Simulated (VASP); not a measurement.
# AlN in VASP: further runs

The runs below take AlN through single point, with PBEsol.

Everything below comes from runs of VASP 6.6.1. Logs are shortened: lines on timing, memory, paths and dates and some standing lists are left out, and cuts for length are marked.

## 1. The cell of the first run

It takes space group I-4m2 (No. 119, tetragonal). The conventional cell has a = 3.095 Å, b = 3.095 Å, c = 4.399 Å, α = 90.00°, β = 90.00°, γ = 90.00°. Within 2.5 Å of Al (site symmetry -4m2) lie 4 N at 1.90 Å. N (site symmetry -4m2) has 4 Al at 1.90 Å within 2.5 Å.

## 2. Single point, PBEsol (z stretched by +0.5 %, x and y held)

INCAR reads:

```
SYSTEM = AlN
  PREC = Accurate
  ENCUT = 520
  EDIFF = 1E-6
  ISMEAR = 0
  SIGMA = 0.01
  LREAL = .False.
  LASPH = .True.
  NELM = 100
  ALGO = Normal
  ISIF = 2
  LWAVE = .False.
  LCHARG = .False.
  GGA = PS
  NBANDS = 11
```

KPOINTS reads:

```
Automatic mesh
0
Gamma
  8 8 8
  0 0 0
```

POSCAR reads:

```
AlN
1.0
    0.0000000000      2.1886778373      2.1996212265
    2.1886778373      0.0000000000      2.1996212265
    2.1886778373      2.1886778373      0.0000000000
Al N
1 1
Direct
    0.0000000000      0.0000000000      0.0000000000
    0.2500000000      0.2500000000      0.2500000000
```

Potentials or basis: VASP PAW PBE potentials, release 64 (Al, N).

Started as:

```bash
$ cat potpaw_PBE.64/Al/POTCAR potpaw_PBE.64/N/POTCAR > POTCAR
$ mpirun -np 1 vasp_std > vasp.out
```

OUTCAR:

```text
SYSTEM = AlN
   PREC = Accurate
   ENCUT = 520
   EDIFF = 1E-6
   ISMEAR = 0
   LREAL = .False.
   LASPH = .True.
   NELM = 100
   ISIF = 2
   GGA = PS

 ion  position               nearest neighbor table
   1  0.000  0.000  0.000-   2 1.90   2 1.90   2 1.90   2 1.90
   2  0.250  0.250  0.250-   1 1.90   1 1.90   1 1.90   1 1.90

  LATTYP: Found a body centered tetragonal cell.
 ALAT       =     3.0952578812
 C/A-ratio  =     1.4212846302

  Lattice vectors:

 A1 = (  -2.1886778373,   0.0000000000,   2.1996212265)
 A2 = (   2.1886778373,   0.0000000000,   2.1996212265)
 A3 = (   0.0000000000,   2.1886778373,  -2.1996212265)

Analysis of symmetry for initial positions (statically):
=====================================================================
 Subroutine PRICEL returns:
 Original cell was already a primitive cell.

 Routine SETGRP: Setting up the symmetry group for a
 body centered tetragonal supercell.

 Subroutine GETGRP returns: Found  8 space group operations
 (whereof  8 operations were pure point group operations)
 out of a pool of 16 trial point group operations.

The static configuration has the point symmetry D_2d.

Analysis of symmetry for dynamics (positions and initial velocities):
=====================================================================
 Subroutine PRICEL returns:
 Original cell was already a primitive cell.

 Routine SETGRP: Setting up the symmetry group for a
 body centered tetragonal supercell.

 Subroutine GETGRP returns: Found  8 space group operations
 (whereof  8 operations were pure point group operations)
 out of a pool of 16 trial point group operations.

The dynamic configuration has the point symmetry D_2d.

 Subroutine INISYM returns: Found  8 space group operations
 (whereof  8 operations are pure point group operations),
 and found     1 'primitive' translations

----------------------------------------------------------------------------------------

                                     Primitive cell

  volume of cell :      21.0737

  direct lattice vectors                    reciprocal lattice vectors
     0.000000000  2.188677837  2.199621227    -0.228448423  0.228448423  0.227311864
     2.188677837  0.000000000  2.199621227     0.228448423 -0.228448423  0.227311864
     2.188677837  2.188677837  0.000000000     0.228448423  0.228448423 -0.227311864

  length of vectors
     3.103005674  3.103005674  3.095257881     0.395029172  0.395029172  0.395029172

  position of ions in fractional coordinates (direct lattice)
     0.000000000  0.000000000  0.000000000
     0.250000000  0.250000000  0.250000000

  ion indices of the primitive-cell ions
   primitive index   ion index
                 1           1
                 2           2

----------------------------------------------------------------------------------------

 KPOINTS: Automatic mesh

Automatic generation of k-mesh.
 Grid dimensions read from file:
 generate k-points for:    8    8    8

 Generating k-lattice:

  Cartesian coordinates                     Fractional coordinates (reciprocal lattice)
    -0.028556053  0.028556053  0.028413983     0.125000000  0.000000000  0.000000000
     0.028556053 -0.028556053  0.028413983     0.000000000  0.125000000  0.000000000
     0.028556053  0.028556053 -0.028413983     0.000000000  0.000000000  0.125000000

  Length of vectors
     0.049378647  0.049378647  0.049378647

  Shift w.r.t. Gamma in fractional coordinates (k-lattice)
     0.000000000  0.000000000  0.000000000

 Subroutine IBZKPT returns following result:
 ===========================================

 Found     59 irreducible k-points:

 Following reciprocal coordinates:
            Coordinates               Weight
  0.000000  0.000000  0.000000      1.000000
  0.125000  0.000000  0.000000      8.000000
  0.250000  0.000000  0.000000      8.000000
  0.375000  0.000000  0.000000      8.000000
  0.500000  0.000000  0.000000      4.000000
  0.125000  0.125000  0.000000      2.000000
[... 16 lines left out ...]
  0.250000  0.000000  0.125000     16.000000
  0.375000 -0.000000  0.125000     16.000000
 [... further k-points ...]
   k-points           NKPTS =     59   k-points in BZ     NKDIM =     59   number of bands    NBANDS=     11
   number of dos      NEDOS =    301   number of ions     NIONS =      2
   total plane-waves  NPLWV =  13824
   dimension x,y,z NGX =    24 NGY =   24 NGZ =   24
   dimension x,y,z NGXF=    48 NGYF=   48 NGZF=   48
   ions per type =               1   1
   NGX,Y,Z   is equivalent  to a cutoff of  12.86, 12.86, 12.89 a.u.
   NGXF,Y,Z  is equivalent  to a cutoff of  25.72, 25.72, 25.78 a.u.
 SYSTEM =  AlN
   PREC   = accura    normal or accurate (medium, high low for compatibility)
   ISTART =      0    job   : 0-new  1-cont  2-samecut
   ICHARG =      2    charge: 1-file 2-atom 10-const
   ISPIN  =      1    spin polarized calculation?
   LNONCOLLINEAR =      F non collinear calculations
   LSORBIT =      F    spin-orbit coupling
   LASPH  =      T    aspherical Exc in radial PAW
   ENCUT  =  520.0 eV  38.22 Ry    6.18 a.u.   5.77  5.77  5.76*2*pi/ulx,y,z
   NELM   =    100;   NELMIN=  2; NELMDL= -5     # of ELM steps
   EDIFF  = 0.1E-05   stopping-criterion for ELM
   LREAL  =      F    real-space projection
   EDIFFG = 0.1E-04   stopping-criterion for IOM
   NSW    =      0    number of steps for IOM
   IBRION =     -1    ionic relax: 0-MD 1-quasi-New 2-CG
   NFREE  =      0    steps in history (QN), initial steepest desc. (CG)
   ISIF   =      2    stress and relaxation
   ISYM   =      2    0-nonsym 1-usesym 2-fastsym
   POTIM  = 0.5000    time-step for ionic-motion
   TEBEG  =    0.0;   TEEND  =   0.0 temperature during run
   PSTRESS=    0.0 pullay stress
   NELECT =       8.0000    total number of electrons
   NUPDOWN=      -1.0000    fix difference up-down
   EMIN   =  10.00;   EMAX   =-10.00  energy-range for DOS
   EFERMI =   0.00;   METHOD = LEGACY
   ISMEAR =     0;   SIGMA  =   0.01  broadening in eV -4-tet -1-fermi 0-gaus
   EFERMI_NEDOS =   21; number of points for ismear=-14 and -15
   IALGO  =     38    algorithm
   IMIX   =      4    mixing-type and parameters
     AMIX     =   0.40;   BMIX     =  1.00
     AMIX_MAG =   1.60;   BMIX_MAG =  1.00
  volume/ion in A,a.u.               =      10.54        71.11
  Fermi-wavevector in a.u.,A,eV,Ry     =   1.185380  2.240044 19.117900  1.405126
  Thomas-Fermi vector in A             =   2.321575
   LORBIT       =      0    0 simple, 1 ext, 2 COOP (PROOUT), +10 PAW based schemes
   GGA     = PS    functional components
   LHFCALC =     F    Hartree Fock is set to
   AEXX    =    0.0000 exact exchange contribution
   IVDW    =     0    specifies the selected vdW correction
   LEPSILON=     F    determine dielectric tensor
   LRPA    =     F    only Hartree local field effects (RPA)
 non-spin polarized calculation
 Gauss-broadening in eV      SIGMA  =   0.01
  energy-cutoff  :      520.00
  volume of cell :       21.07
 maximum number of plane-waves:       588
   NGX = 11   NGY = 11   NGZ = 11

 number of electron       8.0000000 magnetization

 Free energy of the ion-electron system (eV)
  ---------------------------------------------------
  ext. energy  EPLUGINS =         0.00000000
  ---------------------------------------------------
  free energy    TOTEN  =       -15.61083101 eV

  energy without entropy =      -15.61083101  energy(sigma->0) =      -15.61083101

 E-fermi :   5.9278     XC(G=0): -11.0793

 val. band max:        5.7782870989   @ k =   0.0000   0.0000   0.0000
 cond. band min:       8.9450597615   @ k =   0.5000   0.0000   0.5000
 fundamental gap:      3.1667726627
 Fermi energy:         5.9278151577

 k-point     1 :       0.0000    0.0000    0.0000
  band No.  band energies     occupation
      1      -9.1207      2.00000
      2       5.7574      2.00000
      3       5.7783      2.00000
      4       5.7783      2.00000
      5       9.8037      0.00000
      6      18.1266      0.00000
      7      18.1266      0.00000
      8      18.1319      0.00000
      9      23.1853      0.00000
     10      23.3484      0.00000
     11      24.4760      0.00000

 k-point     2 :       0.1250    0.0000    0.0000
  band No.  band energies     occupation
      1      -8.8941      2.00000
      2       4.5807      2.00000
      3       5.6832      2.00000
      4       5.7016      2.00000
      5      10.7525      0.00000
      6      17.5524      0.00000
      7      18.2939      0.00000
      8      18.3063      0.00000
      9      21.6628      0.00000
     10      21.7723      0.00000
     11      23.5355      0.00000

 k-point     3 :       0.2500    0.0000    0.0000
  band No.  band energies     occupation
      1      -8.2714      2.00000
      2       2.4999      2.00000
      3       5.5005      2.00000
      4       5.5292      2.00000
      5      12.0601      0.00000
      6      16.5409      0.00000
      7      17.8677      0.00000
      8      17.9406      0.00000
      9      21.8237      0.00000
     10      21.8398      0.00000
     11      22.7304      0.00000

 k-point     4 :       0.3750    0.0000    0.0000
  band No.  band energies     occupation
      1      -7.4825      2.00000
      2       0.6814      2.00000
      3       5.3343      2.00000
      4       5.3723      2.00000
      5      12.7644      0.00000
      6      15.7640      0.00000
      7      17.0274      0.00000
      8      17.1163      0.00000
      9      23.0042      0.00000
     10      23.8213      0.00000
     11      23.8528      0.00000
[... 239 lines left out ...]
 k-point    22 :       0.1250    0.0000    0.1250
  band No.  band energies     occupation
      1      -8.8180      2.00000
      2       4.6308      2.00000
      3       5.4451      2.00000
      4       5.4617      2.00000
      5      11.0168      0.00000
      6      17.2210      0.00000
      7      18.5231      0.00000
      8      18.5763      0.00000
      9      19.4433      0.00000
     10      23.6942      0.00000
     11      25.4629      0.00000

 k-point    23 :       0.2500    0.0000    0.1250
  band No.  band energies     occupation
      1      -8.3264      2.00000
      2       3.1013      2.00000
      3       5.1762      2.00000
      4       5.2709      2.00000
      5      11.9916      0.00000
      6      16.5139      0.00000
      7      17.3437      0.00000
      8      18.6656      0.00000
      9      19.7991      0.00000
     10      23.5894      0.00000
     11      24.8469      0.00000

 k-point    24 :       0.3750   -0.0000    0.1250
  band No.  band energies     occupation
      1      -7.5798      2.00000
      2       1.3322      2.00000
      3       4.9481      2.00000
      4       5.0206      2.00000
      5      12.7157      0.00000
      6      15.3739      0.00000
      7      17.1981      0.00000
      8      18.0108      0.00000
      9      21.2447      0.00000
     10      24.7083      0.00000
     11      24.9189      0.00000

 [... further k-points ...]
[... 5 lines left out ...]
  --------------------------------------------------------------------------------------
  -------------------------------------------------------------------------------------
  Total       -0.1012356     -0.1012356     -0.1875592      0.0000000      0.0000000      0.0000000
  in kB       -7.6966597     -7.6966597    -14.2596013      0.0000000      0.0000000      0.0000000
  external PRESSURE =      -9.8843069 kB  Pullay stress =       0.0000000 kB

 VOLUME and BASIS-vectors are now :
 -----------------------------------------------------------------------------
  energy-cutoff  :      520.00
  volume of cell :       21.07
      direct lattice vectors                 reciprocal lattice vectors
     0.000000000  2.188677837  2.199621227    -0.228448423  0.228448423  0.227311864
     2.188677837  0.000000000  2.199621227     0.228448423 -0.228448423  0.227311864
     2.188677837  2.188677837  0.000000000     0.228448423  0.228448423 -0.227311864

 POSITION                                       TOTAL-FORCE (eV/Angst)
 -----------------------------------------------------------------------------------
      0.00000      0.00000      0.00000        -0.000000     -0.000000     -0.000000
      1.09434      1.09434      1.09981         0.000000      0.000000      0.000000
 -----------------------------------------------------------------------------------
    total drift:                                0.000000      0.000000      0.000000

  FREE ENERGIE OF THE ION-ELECTRON SYSTEM (eV)
  ---------------------------------------------------
  free  energy   TOTEN  =       -15.6108310129 eV

  energy  without entropy=      -15.6108310129  energy(sigma->0) =      -15.61083101
```

It took 4.4 s on 1 thread of Intel Xeon 6975P-C (Granite Rapids), shared host; peak memory 0.14 GiB.

Results:

| Item | Value |
| --- | --- |
| Free energy | -15.6108 eV |
| Pressure | -1.0 GPa |
| Band gap on the k mesh | 3.17 eV, indirect (least direct gap 4.03 eV) |

Levels at points of the mesh, in eV from the valence-band top:
```csv
k point,band 2,band 3,band 4,band 5,band 6,band 7
"(0.00, 0.00, 0.00)",-0.02,0.00,0.00,4.03,12.35,12.35
"(0.50, 0.00, 0.00)",-5.87,-0.51,-0.47,7.18,9.68,10.91
"(0.50, 0.50, 0.00)",-4.95,-1.76,-1.76,3.19,8.46,13.65
"(0.50, 0.00, 0.50)",-4.90,-1.80,-1.80,3.17,8.38,13.74
```

Caveat: the cell differs from its parent crystal (z stretched by +0.5 %, x and y held); the PAW data sets were made with another functional, which shifts forces and pressure a little. A k mesh can miss the band edges.

## 3. Single point, PBEsol (equal xy, yz and zx engineering shears of -0.5 %)

INCAR reads:

```
SYSTEM = AlN
  PREC = Accurate
  ENCUT = 520
  EDIFF = 1E-7
  ISMEAR = 0
  SIGMA = 0.01
  LREAL = .False.
  LASPH = .True.
  NELM = 100
  ALGO = Normal
  ISIF = 2
  LWAVE = .False.
  LCHARG = .True.
  GGA = PS
  LELF = .True.
  LVHAR = .True.
  NBANDS = 11
```

KPOINTS reads:

```
regular mesh
0
Gamma
  8 8 8
  0 0 0
```

POSCAR reads:

```
AlN
1.0
   -0.0109433892      2.1832061427      2.1832061427
    2.1832061427     -0.0109433892      2.1832061427
    2.1832061427      2.1832061427     -0.0109433892
Al N
1 1
Direct
   -0.0003569225     -0.0003569225     -0.0003569225
    0.2503569225      0.2503569225      0.2503569225
```

Potentials or basis: VASP PAW PBE potentials, release 64 (Al, N).

Started as:

```bash
$ cat potpaw_PBE.64/Al/POTCAR potpaw_PBE.64/N/POTCAR > POTCAR
$ mpirun -np 1 vasp_std > vasp.out
```

It took 5.3 s on 1 thread of Intel Xeon 6975P-C (Granite Rapids), shared host; peak memory 0.13 GiB.

Results (log left out):

- Free energy: -15.6104 eV
- Pressure: 0.0 GPa
- Band gap on the k mesh: 3.14 eV, indirect (least direct gap 4.03 eV)

Stress tensor (GPa, compression positive):
```
0.02 0.90 0.90
0.90 0.02 0.90
0.90 0.90 0.02
```

Levels at points of the mesh, in eV from the valence-band top:
```
           k point  band 1  band 2  band 3  band 4  band 5  band 6  band 7  band 8  band 9
(0.00, 0.00, 0.00)  -14.96   -0.06   -0.06    0.00    4.03   12.30   12.30   12.50   17.49
(0.50, 0.00, 0.00)  -12.91   -5.94   -0.53   -0.49    7.20    9.67   10.93   11.03   17.70
(0.50, 0.50, 0.00)  -12.26   -4.97   -1.86   -1.79    3.14    8.40   13.74   15.48   15.53
(0.50, 0.50, 0.50)  -12.87   -5.90   -0.56   -0.56    7.12    9.68   10.87   10.87   17.70
```

Caveat: the cell differs from its parent crystal (equal xy, yz and zx engineering shears of -0.5 %); the PAW data sets were made with another functional, which shifts forces and pressure a little. A k mesh can miss the band edges.
